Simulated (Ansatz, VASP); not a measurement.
# MgS: VASP beside Ansatz

```
Mg S
1.0
     0.00000    0.00000    5.25262
    -4.28041    4.28041    2.62631
    -4.28041   -4.28041    2.62631
Mg S
4 4
Direct
  0.64320 0.50000 0.21360
  0.35680 0.50000 0.78640
  0.14320 0.21360 0.50000
  0.85680 0.78640 0.50000
  0.65133 0.19734 0.50000
  0.34867 0.80266 0.50000
  0.15133 0.50000 0.19734
  0.84867 0.50000 0.80266
```

Alike in both runs: task single point; functional PBE; k mesh 4 × 4 × 4; occupations gaussian, width 0.1 eV; no spin polarisation.

|  | VASP | Ansatz |
| --- | --- | --- |
| version | VASP 6.6.1 | Ansatz 0.2.0 |
| potentials or method | VASP PAW PBE potentials, release 64 (Mg, S), cutoff 520 eV | scalar-relativistic, plane waves, PAW |
| valence electrons in the cell | 32 | 64 |

Ansatz gave:

| Property | Result |
| --- | --- |
| gap on the k mesh at the Fermi level (eV) | 2.94 |
| least direct gap on the mesh (eV) | 2.94 |
| pressure (GPa) | 0.0 |

Task: What did VASP give for the same quantities?

Result: gap on the k mesh at the Fermi level (eV): 2.93; least direct gap on the mesh (eV): 2.93; pressure (GPa): -0.2.

VASP's potentials hold 32 valence electrons a cell and Ansatz's 64, so a difference there can come from the potentials and not from the codes.
